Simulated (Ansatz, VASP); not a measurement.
Two plane-wave programs on SiO2

The input INCAR:

```
SYSTEM = SiO2
PREC = Accurate ; ENCUT = 520
EDIFF = 1E-6 ; ISMEAR = -1
SIGMA = 0.1 ; LREAL = .FALSE.
LASPH = .TRUE. ; NELM = 150
ALGO = Normal ; ISIF = 2
LWAVE = .FALSE. ; LCHARG = .FALSE.
LNONCOLLINEAR = .TRUE. ; MAGMOM = 0 0 0 0 0 0 0 0 0 0 0 0 0 0 0 0 0 0
LORBIT = 11 ; LSORBIT = .TRUE.
GGA_COMPAT = .FALSE. ; LORBMOM = .TRUE.
GGA = PE ; NBANDS = 48
```

File KPOINTS:

```
Automatic mesh
0
G
  5 5 8
  0 0 0
```

Contents of POSCAR:

```
SiO2
1.0
    4.2426340600      0.0000000000      0.0000000000
    0.0000000000      4.2426340600      0.0000000000
    0.0000000000      0.0000000000      2.7077101400
Si O
2 4
Direct
    0.0000000000      0.0000000000      0.0000000000
    0.5000000000      0.5000000000      0.5000000000
    0.3067000000      0.3067000000      0.0000000000
    0.1933000000      0.8067000000      0.5000000000
    0.6933000000      0.6933000000      0.0000000000
    0.8067000000      0.1933000000      0.5000000000
```

Input for Ansatz:

```yaml
crystal:
  lattice:
    - [4.24263406, 0.0, 0.0]
    - [0.0, 4.24263406, 0.0]
    - [0.0, 0.0, 2.70771014]
  atoms:
    - { symbol: Si, position: [0.0, 0.0, 0.0] }
    - { symbol: Si, position: [0.5, 0.5, 0.5] }
    - { symbol: O, position: [0.3067, 0.3067, 0.0] }
    - { symbol: O, position: [0.1933, 0.8067, 0.5] }
    - { symbol: O, position: [0.6933, 0.6933, 0.0] }
    - { symbol: O, position: [0.8067, 0.1933, 0.5] }
  symmetry: { tolerance: 0.0003 }
kpoints:
  mp_grid: { grid: [5, 5, 8], shift: [0, 0, 0] }
  band_path:
    path:
      - [0.0, 0.0, 0.0]
      - [0.0, 0.5, 0.0]
      - [0.5, 0.5, 0.0]
      - [0.0, 0.0, 0.0]
      - [0.0, 0.0, 0.5]
      - [0.0, 0.5, 0.5]
      - [0.5, 0.5, 0.5]
      - [0.0, 0.0, 0.5]
      - [0.0, 0.5, 0.0]
      - [0.0, 0.5, 0.5]
      - [0.5, 0.5, 0.0]
    npoints: 6
magnetization:
  noncollinear: true
  spin_orbit: true
scf:
  occupations: { method: fermi_dirac }
  lower_state_search: "off"
  max_iter: 200
hamiltonian:
  pseudopotentials: { kind: paw_fr }
  xc: pbe
basis:
  ecutwfc: 420
  fft_grid_basis: typed
output:
  forces: true
  stress: true
  eigenvalues: true
  bader: true
  populations: true
  elf: true
  write_potential: true
  volumetric_format: npy
  dos:
    e_range: [-12, 8]
    de: 0.05
    projected: { site_lists: { O: [O], Si: [Si] } }
    method: { smearing: { sigma: 0.1, scheme: gaussian } }
checkpoint:
  read: saved_state
```

Alike in both runs: task single point; functional PBE; k mesh 5 × 5 × 8; non-collinear spin, spin-orbit coupling.

```csv
,VASP,Ansatz
version,VASP 6.6.1,Ansatz 0.2.0
potentials or method,"VASP PAW PBE potentials, release 64 (Si, O), cutoff 520 eV",PAW plane waves
occupations,"fermi-dirac, width 0.1 eV",fermi-dirac
valence electrons in the cell,32,32
```

```tsv
	VASP	Ansatz	Ansatz less VASP
pressure (GPa)	-3.0	-3.1	-0.14
traceless stress, the component that is largest in VASP (GPa)	-1.28	-1.68	-0.402
rms of the force components (eV/Å)	0.029	0.037	+0.0078
net moment per atom (μB)	0.00	0.00	0.000
```

Atom by atom the forces differ by 0.008 eV/Å (rms over components).
